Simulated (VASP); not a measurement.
**MgS: vibrations by perturbation theory with LDA**

The system is MgS.

```
Mg S
1.0
     0.00000    2.83312    2.83312
     2.83312    0.00000    2.83312
     2.83312    2.83312    0.00000
Mg S
1 1
Cartesian
  0.0000 0.0000 0.0000
  4.2497 4.2497 4.2497
```

```json
{
  "Program": "VASP 6.6.1",
  "Task": "vibrations by perturbation theory",
  "Functional": "LDA",
  "Potentials or basis": "VASP PAW LDA potentials, release 64 (Mg, S)",
  "Cutoff": "600 eV",
  "k mesh": "5 × 5 × 5",
  "Occupations": "gaussian, width 0.01 eV",
  "Spin": "no spin polarisation",
  "Dipole correction": "no",
  "Further INCAR settings": "ALGO = Normal; EDIFF = 1e-08; NBANDS = 11; IBRION = 8; NSW = 1"
}
```

The highest phonon frequency at Γ, LO-TO splitting left out is 324 cm⁻¹.

Phonon frequencies in cm⁻¹ (negative: imaginary):
| q point | frequencies |
| --- | --- |
| (0.000, 0.000, 0.000) | 0 0 0 324 324 324 |

Run time: 36 s on 1 thread of Intel(R) Xeon(R) Platinum 8375C CPU @ 2.90GHz (Ice Lake) (shared host), peak memory 0.21 GiB.

Caveat: the k points lie up to 0.38 Å⁻¹ apart; the cell stands under pressure or tension, which shifts response properties.
